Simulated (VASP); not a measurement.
A run of VASP 6.6.1 is set up as follows.

INCAR

```
ALGO = Normal ; EDIFF = 1E-6
EDIFFG = -0.002 ; ENCUT = 520
GGA = PE ; IBRION = 2
ISIF = 2 ; ISMEAR = 0
LASPH = True ; LCHARG = False
LREAL = False ; LWAVE = False
NELM = 100 ; NSW = 60
PREC = Accurate ; SIGMA = 0.02
```

The input KPOINTS:

```
k-points
0
Gamma
  8 8 8
```

The input POSCAR:

```
CaO
1.0
    0.0000000000      2.3537266236      2.3537266236
    2.3537266236      0.0000000000      2.3537266236
    2.3537266236      2.3537266236      0.0000000000
Ca O
1 1
Direct
    0.0000000000      0.0000000000      0.0000000000
    0.5000000000      0.5000000000      0.5000000000
```

Potentials or basis: VASP PAW PBE potentials, release 64 (Ca_sv, O).

Command:

```bash
$ cat potpaw_PBE.64/Ca_sv/POTCAR potpaw_PBE.64/O/POTCAR > POTCAR
$ mpirun -np 1 vasp_std > vasp.out
```

What does it give for the band gap on the k mesh?

3.61 eV, indirect (least direct gap 3.96 eV).

Final structure:
```
Ca O
1.0
     0.00000    2.35373    2.35373
     2.35373    0.00000    2.35373
     2.35373    2.35373    0.00000
Ca O
1 1
Cartesian
  0.0000 0.0000 0.0000
  2.3537 2.3537 2.3537
```

Caveat: the cell differs from its parent crystal (strained cell); the relaxation stopped at its first step, so nothing moved. A k mesh can miss the band edges.
